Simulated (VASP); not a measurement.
# InSe in VASP: notebook, part 2 of 2

VASP 6.6.1. The steps go on from the part before.

### 3 Electric field gradients, PBEsol (equal xy, yz and zx shear strains of -1 %)

The input, INCAR:

```
SYSTEM = InSe
  PREC = Accurate
  ENCUT = 520
  EDIFF = 1E-8
  ISMEAR = -1
  SIGMA = 0.02
  LREAL = .False.
  LASPH = .True.
  NELM = 60
  ALGO = Normal
  ISIF = 2
  LWAVE = .False.
  LCHARG = .False.
  GGA = PS
  LEFG = .True.
  NBANDS = 27
```

The input, KPOINTS:

```
regular mesh
0
Gamma
  7 7 6
  0 0 0
```

The input, POSCAR:

```
InSe
1.0
    5.8781776766     -2.0843395134     -0.0190645134
    5.8576276766      2.0256604866     -0.0396145134
   -1.6210339782     -0.0136212036      4.3316534849
In Se
2 2
Direct
    0.8840000000      0.8840000000      0.0050000000
    0.1160000000      0.1160000000      0.9950000000
    0.6600000000      0.6600000000      0.6420000000
    0.3400000000      0.3400000000      0.3580000000
```

Potentials or basis: VASP PAW PBE potentials, release 64 (In_d, Se).

On the command line:

```bash
$ cat potpaw_PBE.64/In_d/POTCAR potpaw_PBE.64/Se/POTCAR > POTCAR
$ mpirun -np 1 vasp_std > vasp.out
```

OUTCAR:

```text
SYSTEM = InSe
   PREC = Accurate
   ENCUT = 520
   EDIFF = 1E-8
   ISMEAR = -1
   LREAL = .False.
   LASPH = .True.
   NELM = 60
   ISIF = 2
   GGA = PS

 ion  position               nearest neighbor table
   1  0.884  0.884  0.005-   3 2.57   2 2.74   4 2.78   4 2.79   2 3.73   2 3.76
   2  0.116  0.116  0.995-   4 2.57   1 2.74   3 2.78   3 2.79   1 3.73   1 3.76
   3  0.660  0.660  0.642-   1 2.57   2 2.78   2 2.79
   4  0.340  0.340  0.358-   2 2.57   1 2.78   1 2.79

  LATTYP: Found a triclinic cell.
 ALAT       =     9.4083043912
 B/A-ratio  =     0.9091589768
 C/A-ratio  =     1.5437343294
 COS(alpha) =     0.0041270782
 COS(beta)  =     0.6545711310
 COS(gamma) =     0.7534138553

  Lattice vectors:

 A1 = (   1.6621339782,  -8.2063787964,  -4.2905534849)
 A2 = (   5.8987276766,  -6.1943395134,   0.0014854866)
 A3 = (  -8.4526373968,  -8.1340785660,  -8.5635279430)

Analysis of symmetry for initial positions (statically):
=====================================================================
 Subroutine PRICEL returns:
 Original cell was already a primitive cell.

 Routine SETGRP: Setting up the symmetry group for a
 triclinic supercell.

 Subroutine GETGRP returns: Found  2 space group operations
 (whereof  2 operations were pure point group operations)
 out of a pool of  2 trial point group operations.

The static configuration has the point symmetry S_2 .

Analysis of symmetry for dynamics (positions and initial velocities):
=====================================================================
 Subroutine PRICEL returns:
 Original cell was already a primitive cell.

 Routine SETGRP: Setting up the symmetry group for a
[... 170 lines left out ...]
      5      -9.4440      2.00000
      6      -9.4395      2.00000
[... 709 lines left out ...]
     26      11.0901      0.00000
     27      11.2844      0.00000

 [... further k-points ...]
[... 5 lines left out ...]
  --------------------------------------------------------------------------------------
  -------------------------------------------------------------------------------------
  Total        1.3961270     -1.0505328     -0.2942953      0.0924730      0.1286903      1.7608711
  in kB       21.4532102    -16.1427306     -4.5222090      1.4209608      1.9774842     27.0579527
  external PRESSURE =       0.2627569 kB  Pullay stress =       0.0000000 kB

 VOLUME and BASIS-vectors are now :
 -----------------------------------------------------------------------------
  energy-cutoff  :      520.00
  volume of cell :      104.27
      direct lattice vectors                 reciprocal lattice vectors
     5.878177677 -2.084339513 -0.019064513     0.084149287 -0.242734617  0.030727877
     5.857627677  2.025660487 -0.039614513     0.086594726  0.243907843  0.033173317
    -1.621033978 -0.013621204  4.331653485     0.001162298  0.001162298  0.231297346

 POSITION                                       TOTAL-FORCE (eV/Angst)
 -----------------------------------------------------------------------------------
     10.36635     -0.05194     -0.03021        -0.124173     -0.012162      0.561714
     -0.25158     -0.02036      4.30319         0.124173      0.012162     -0.561714
      6.70493     -0.04747      2.74219        -0.774582     -0.039054     -0.081885
      3.40984     -0.02483      1.53078         0.774582      0.039054      0.081885
 -----------------------------------------------------------------------------------
    total drift:                               -0.000000     -0.000000      0.000000

  FREE ENERGIE OF THE ION-ELECTRON SYSTEM (eV)
  ---------------------------------------------------
  free  energy   TOTEN  =       -15.4374416923 eV

  energy  without entropy=      -15.4374416923  energy(sigma->0) =      -15.43744169

 Electric field gradients (V/A^2)
---------------------------------------------------------------------
 ion       V_xx      V_yy      V_zz      V_xy      V_xz      V_yz
---------------------------------------------------------------------
   1    -179.888   102.638    77.250     3.020   -49.918     0.292
   2    -179.888   102.638    77.250     3.020   -49.918     0.292
   3      74.476   -25.861   -48.615    -3.611    16.771    -4.156
   4      74.476   -25.861   -48.615    -3.611    16.771    -4.156
---------------------------------------------------------------------

 Electric field gradients after diagonalization (V/A^2)
 (convention: |V_zz| > |V_xx| > |V_yy|)
----------------------------------------------------------------------
 ion       V_xx      V_yy      V_zz     asymmetry (V_yy - V_xx)/ V_zz
----------------------------------------------------------------------
   1     102.674    86.596  -189.270       0.085
   2     102.674    86.596  -189.270       0.085
   3     -51.381   -25.505    76.886       0.337
   4     -51.381   -25.505    76.886       0.337
----------------------------------------------------------------------

           NMR quadrupolar parameters

 Cq : quadrupolar parameter    Cq=e*Q*V_zz/h
 eta: asymmetry parameters     (V_yy - V_xx)/ V_zz
 Q  : nuclear electric quadrupole moment in mb (millibarn)
----------------------------------------------------------------------
 ion       Cq(MHz)       eta       Q (mb)
----------------------------------------------------------------------
   1      -0.458       0.085       1.000
   2      -0.458       0.085       1.000
   3       0.186       0.337       1.000
   4       0.186       0.337       1.000
----------------------------------------------------------------------
```

stdout:

```text
POSCAR found type information on POSCAR InSe
 POSCAR found :  2 types and       4 ions
 scaLAPACK will be used
 -----------------------------------------------------------------------------
|                                                                             |
|                                                                             |
|     You enforced a specific xc type in the INCAR file but a different       |
|     I HOPE YOU KNOW WHAT YOU ARE DOING!                                     |
|                                                                             |
 -----------------------------------------------------------------------------

 LDA part: xc-table for (Slater+PW92), standard interpolation
 POSCAR, INCAR and KPOINTS ok, starting setup
 FFT: planning ... GRIDC
 FFT: planning ... GRID_SOFT
 FFT: planning ... GRID
 WAVECAR not read
 entering main loop
ion   1
     0.0000565     0.0362861     0.0207877     0.9530595    -0.5991067    -1.9006760
     0.0000778     0.0362861     0.0207877     0.9530595    -0.5991066    -1.9006759
     0.0001071     0.0362861     0.0207877     0.9530594    -0.5991066    -1.9006758
     0.0001475     0.0362861     0.0207877     0.9530593    -0.5991065    -1.9006756
[... 34 lines left out ...]
     0.0000499     3.2915112     3.8161478    38.6725586   -14.9127914   -45.8676194
     0.0000687     3.2914338     3.8160564    38.6716451   -14.9124387   -45.8665146
     0.0000946     3.2913085     3.8159083    38.6701651   -14.9118693   -45.8647243
     0.0001302     3.2911068     3.8156694    38.6677795   -14.9109546   -45.8618378
```

It took 4.4 min on 1 thread of Intel Xeon 6975P-C (Granite Rapids), shared host; peak memory 0.53 GiB.

Results:

```yaml
Free_energy: -15.4374 eV
Pressure: 0.0 GPa
Largest_force: 0.780 eV/Å
Band_gap_on_the_k_mesh: 0.93 eV (least direct gap 1.27 eV)
Largest_electric_field_gradient_by_atom: In -189.3; Se +76.9 V/Å²
```

Forces on the atoms (eV/Å):
```
In  -0.124 -0.012  0.562
In   0.124  0.012 -0.562
Se  -0.775 -0.039 -0.082
Se   0.775  0.039  0.082
```

Stress tensor (GPa, compression positive):
```
 2.15  0.14  2.71
 0.14 -1.61  0.20
 2.71  0.20 -0.45
```

Levels at points of the mesh, in eV from the valence-band top:
```tsv
k point	band 17	band 18	band 19	band 20	band 21	band 22
(0.00, 0.00, 0.00)	-2.26	-1.75	-1.10	2.80	3.46	4.30
(0.00, 0.00, 0.50)	-1.59	-1.11	-0.40	1.05	2.30	3.33
```

Electric field gradients, principal values (V/Å²):
| atom | least | middle | greatest (by size) |
| --- | --- | --- | --- |
| 1 In | 86.596 | 102.674 | -189.270 |
| 2 In | 86.596 | 102.674 | -189.270 |
| 3 Se | -25.505 | -51.381 | 76.886 |
| 4 Se | -25.505 | -51.381 | 76.886 |

Caveat: the cell differs from its parent crystal (equal xy, yz and zx shear strains of -1 %); without QUAD_EFG the Cq values of the log hold for a quadrupole moment of 1 mb, not for the nuclei; the PAW data sets were made with another functional, which shifts forces and pressure a little; spin-orbit coupling is left out, which moves the levels of the heavy elements.
